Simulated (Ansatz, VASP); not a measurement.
**GaN in VASP and in Ansatz**

```
Ga N
1.0
     3.18257    0.00000    0.00000
    -1.59129    2.75619    0.00000
     0.00000    0.00000    5.18541
Ga N
2 2
Direct
  0.33333 0.66667 0.99919
  0.66667 0.33333 0.49919
  0.33333 0.66667 0.37581
  0.66667 0.33333 0.87581
```

Alike in both runs: task single point; functional PBEsol; k mesh 8 × 8 × 4; non-collinear spin, spin-orbit coupling.

```csv
,VASP,Ansatz
version,VASP 6.6.1,Ansatz 0.2.0
potentials or method,"VASP PAW PBE potentials, release 64 (Ga_d, N), cutoff 520 eV",all-electron LAPW
occupations,"gaussian, width 0.01 eV",fixed
```

```csv
,VASP,Ansatz,Ansatz less VASP
pressure (GPa),-0.2,0.0,+0.17
net moment per atom (μB),0.00,0.00,0.000
```

VASP's potentials were made for PBE, not for PBEsol. Ansatz ran all-electron here, and VASP with PAW potentials.
